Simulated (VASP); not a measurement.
A run of VASP 6.6.1 is set up as follows.

The input INCAR:

```
SYSTEM = Bi2Se3
PREC     = Accurate       ! precision mode
ENCUT    = 520            ! plane-wave cutoff, eV
EDIFF    = 1E-6           ! SCF threshold, eV
ISMEAR   = 0              ! smearing method
SIGMA    = 0.02           ! smearing width, eV
LREAL    = .False.        ! projectors in reciprocal space
LASPH    = .True.         ! aspherical terms in the spheres
NELM     = 60             ! most SCF steps
ALGO     = Normal         ! electronic algorithm
ISIF     = 2              ! what is computed and relaxed
LWAVE    = .False.        ! write WAVECAR
LCHARG   = .False.        ! write CHGCAR
LDIPOL   = .True.       
IDIPOL   = 3            
DIPOL    = 0.5 0.5 0.500
GGA      = PE             ! functional
IVDW     = 12             ! dispersion correction
NBANDS   = 32             ! bands
```

The input KPOINTS:

```
regular mesh
0
Gamma
  12 12 1
  0 0 0
```

Contents of POSCAR:

```
Bi2Se3
1.0
    4.4130487004      0.0000000000      0.0000000000
   -2.2065243502      3.8218122827      0.0000000000
    0.0000000000      0.0000000000     39.9824371327
Se Bi
3 2
Direct
    0.0000000000      0.0000000000      0.4187918337
    0.6666666667      0.3333333333      0.5000000000
    0.3333333333      0.6666666667      0.5812081663
    0.3333333333      0.6666666667      0.4544636500
    0.0000000000      0.0000000000      0.5455363500
```

Potentials or basis: VASP PAW PBE potentials, release 64 (Se, Bi_d).

Run with:

```sh
$ cat potpaw_PBE.64/Se/POTCAR potpaw_PBE.64/Bi_d/POTCAR > POTCAR
$ mpirun -np 1 vasp_std > vasp.out
```

Q: Predict the band gap on the k mesh.

A: 0.37 eV, indirect (least direct gap 0.79 eV).

Q: What does it give for the largest force?

A: 0.012 eV/Å.

Q: What does it give for the dispersion energy per atom?

A: -0.290 eV.

Forces in eV/Å, atoms in the order of the input:
```
Se   0.000  0.000 -0.012
Se   0.000  0.000  0.000
Se   0.000  0.000  0.012
Bi   0.000  0.000  0.009
Bi   0.000  0.000 -0.009
```

Caveat: the cell differs from its parent crystal (biaxial strain +0.070, then relaxed in part); spin-orbit coupling is left out, which moves the levels of the heavy elements.
